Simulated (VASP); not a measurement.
GaP, 2 atoms in the cell. It takes space group F-43m (No. 216, cubic). The conventional cell has a = 5.439 Å, b = 5.439 Å, c = 5.439 Å, α = 90.00°, β = 90.00°, γ = 90.00°. Within 3.1 Å of Ga (site symmetry -43m) lie 4 P at 2.35 Å. P (site symmetry -43m) has 4 Ga at 2.35 Å within 3.1 Å. 

- Program: VASP 6.6.1
- Task: relaxation of cell and atoms
- Functional: PBEsol
- Potentials or basis: VASP PAW PBE potentials, release 64 (Ga_d, P)
- Cutoff: 600 eV
- k mesh: 8 × 8 × 8
- Occupations: gaussian, width 0.01 eV
- Spin: no spin polarisation
- Target pressure: 4 GPa
- Dipole correction: no
- Further INCAR settings: ALGO = Normal; EDIFF = 1e-07; IBRION = 2; EDIFFG = -0.002; NSW = 100; ISIF = 3

Potentials or basis: VASP PAW PBE potentials, release 64 (Ga_d, P).

Run with:

```sh
$ cat potpaw_PBE.64/Ga_d/POTCAR potpaw_PBE.64/P/POTCAR > POTCAR
$ mpirun -np 1 vasp_std > vasp.out
```

Hardware: 1 thread of Intel(R) Xeon(R) Platinum 8488C (Sapphire Rapids), with other jobs on the host.

Question: How long does it take, and how much memory?

Answer: Run time: 74 s on 1 thread of Intel(R) Xeon(R) Platinum 8488C (Sapphire Rapids) (shared host), peak memory 0.19 GiB. Counts: scf iterations 57, k points 29, ion steps 8.
